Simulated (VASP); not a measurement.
Write the native input for VASP 6.6.1 that does the following.

```
Task                   : single point
Functional             : r2SCAN
Potentials or basis    : VASP PAW PBE potentials, release 64 (Al, Au)
Cutoff                 : 520 eV
k mesh                 : 14 × 14 × 14
Occupations            : gaussian, width 0.1 eV
Spin                   : no spin polarisation
Dipole correction      : no
Further INCAR settings : ALGO = Normal; EDIFF = 1e-06; NBANDS = 18
```

Crystal: Al3Au.

```
Al Au
1.0
    -2.00399    2.00399    4.01384
     2.00399   -2.00399    4.01384
     2.00399    2.00399   -4.01384
Al Au
3 1
Direct
  0.75000 0.25000 0.50000
  0.25000 0.75000 0.50000
  0.50000 0.50000 0.00000
  0.00000 0.00000 0.00000
```

This cell differs from its parent crystal: strained.

The input as run:

POSCAR

```
Al3Au
1.0
   -2.0039859902      2.0039859902      4.0138434360
    2.0039859902     -2.0039859902      4.0138434360
    2.0039859902      2.0039859902     -4.0138434360
Al Au
3 1
Direct
    0.7500000000      0.2500000000      0.5000000000
    0.2500000000      0.7500000000      0.5000000000
    0.5000000000      0.5000000000      0.0000000000
    0.0000000000      0.0000000000      0.0000000000
```

INCAR.step1

```
PREC = Accurate
ENCUT = 520
ISMEAR = 0
SIGMA = 0.1
LREAL = False
LASPH = True
NELM = 60
NBANDS = 18
GGA = PE
ALGO = Normal
EDIFF = 1E-4
LWAVE = True
LCHARG = False
```

INCAR.step2

```
PREC = Accurate
ENCUT = 520
EDIFF = 1E-6
ISMEAR = 0
SIGMA = 0.1
LREAL = False
LASPH = True
NELM = 60
ALGO = Normal
ISIF = 2
LWAVE = False
LCHARG = False
METAGGA = R2SCAN
LMIXTAU = True
NBANDS = 18
ISTART = 1
```

KPOINTS

```
Automatic mesh
0
Gamma
  14 14 14
```

Potentials or basis: VASP PAW PBE potentials, release 64 (Al, Au).

The run is started by

```console
$ cat potpaw_PBE.64/Al/POTCAR potpaw_PBE.64/Au/POTCAR > POTCAR
$ cp INCAR.step1 INCAR
$ mpirun -np 1 vasp_std > vasp.out
$ cp INCAR.step2 INCAR
$ mpirun -np 1 vasp_std > vasp.out
```

Results of the run:

* Pressure: 0.1 GPa
* Band gap on the k mesh: zero (bands 10 and 11 overlap by 3.81 eV)

Caveat: the cell differs from its parent crystal (strained); the PAW data sets were made with another functional, which shifts forces and pressure a little; spin-orbit coupling is left out, which moves the levels of the heavy elements.

It took 37 min on 1 thread of Oxide Virtual Turin-like Processor, on a shared host, peak memory 0.42 GiB.
